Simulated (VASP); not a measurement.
Wanted: the native input for a VASP 6.6.1 run.

- Task: single point
- Functional: r2SCAN
- Potentials or basis: VASP PAW PBE potentials, release 64 (Zn, O)
- Cutoff: 520 eV
- k mesh: 12 × 12 × 4
- Occupations: gaussian, width 0.1 eV
- Spin: no spin polarisation
- Dipole correction: no
- Further INCAR settings: ALGO = Normal; EDIFF = 1e-07; NBANDS = 39

The system is Zn2O.

```
CELL_PARAMETERS angstrom
3.16918 0.00000 0.00000
-1.58459 2.74459 0.00000
0.00000 0.00000 9.57048
ATOMIC_POSITIONS crystal
Zn 0.33333 0.66667 0.27328
Zn 0.66667 0.33333 0.56788
Zn 0.00000 0.00000 0.98741
Zn 0.33333 0.66667 0.79113
O 0.00000 0.00000 0.19188
O 0.33333 0.66667 0.47742
```

These files were run (other wordings do the same):

POSCAR

```
Zn2O
1.0
    3.1691815234      0.0000000000      0.0000000000
   -1.5845907617      2.7445917085      0.0000000000
    0.0000000000      0.0000000000      9.5704848784
Zn O
4 2
Direct
    0.3333333333      0.6666666667      0.2732775914
    0.6666666667      0.3333333333      0.5678805618
    0.0000000000      0.0000000000      0.9874108672
    0.3333333333      0.6666666667      0.7911274222
    0.0000000000      0.0000000000      0.1918803314
    0.3333333333      0.6666666667      0.4774232261
```

INCAR.step1

```
ALGO = Normal ; EDIFF = 1E-4
ENCUT = 520 ; GGA = PE
ISMEAR = 0 ; LASPH = T
LCHARG = F ; LREAL = F
LWAVE = T ; NBANDS = 39
NELM = 80 ; PREC = Accurate
SIGMA = 0.1
```

INCAR.step2

```
ALGO = Normal ; EDIFF = 1E-7
ENCUT = 520 ; ISIF = 2
ISMEAR = 0 ; ISTART = 1
LASPH = T ; LCHARG = F
LMIXTAU = T ; LREAL = F
LWAVE = F ; METAGGA = R2SCAN
NBANDS = 39 ; NELM = 80
PREC = Accurate ; SIGMA = 0.1
```

KPOINTS

```
k-points
0
Gamma
  12 12 4
```

Potentials or basis: VASP PAW PBE potentials, release 64 (Zn, O).

Run with:

```sh
$ cat potpaw_PBE.64/Zn/POTCAR potpaw_PBE.64/O/POTCAR > POTCAR
$ cp INCAR.step1 INCAR
$ mpirun -np 1 vasp_std > vasp.out
$ cp INCAR.step2 INCAR
$ mpirun -np 1 vasp_std > vasp.out
```

It gave:

```yaml
Pressure: -4.2 GPa
Largest_force: 0.187 eV/Å
Band_gap_on_the_k_mesh: zero (bands 30 and 31 overlap by 0.70 eV)
```

Caveat: the cell stands under tension; semilocal functionals underestimate gaps, and a narrow one can read as zero; the PAW data sets were made with another functional, which shifts forces and pressure a little.

It took 16 min on 1 thread of Intel Xeon 8259CL, with other jobs on the host, peak memory 0.32 GiB.
